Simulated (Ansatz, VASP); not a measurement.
# One calculation of AlN, two programs

```
Al N
1.0
     5.09065    0.00000    0.00000
     0.00000    3.10975    0.00000
     0.00000    0.00000    5.22716
Al N
4 4
Cartesian
  4.1798 2.3323 2.1407
  3.4562 0.7774 4.7543
  1.6344 2.3323 0.4729
  0.9109 0.7774 3.0864
  4.1798 0.7774 3.0864
  3.4562 2.3323 0.4729
  1.6344 0.7774 4.7543
  0.9109 2.3323 2.1407
```

Alike in both runs: task relaxation of cell and atoms; functional PBE; k mesh 4 × 6 × 4; occupations gaussian, width 0.1 eV; no spin polarisation.

```csv
,VASP,Ansatz
version,VASP 6.6.1,Ansatz 0.2.0
potentials or method,"VASP PAW PBE potentials, release 64 (Al, N), cutoff 600 eV","scalar-relativistic, plane waves, PAW"
valence electrons in the cell,32,32
```

VASP gave:

* gap on the k mesh at the Fermi level, each at its own relaxed structure (eV): 3.51
* relaxed volume (Å³/atom): 12.03
* relaxed cell length with the largest relative difference (Å): 5.739

Question: What did Ansatz give for the same quantities?

Answer: gap on the k mesh at the Fermi level, each at its own relaxed structure (eV): 3.46; relaxed volume (Å³/atom): 12.10; relaxed cell length with the largest relative difference (Å): 5.778.

Noted on VASP's run: the volume moved by over 15 % at a fixed basis, so the end points are rough.
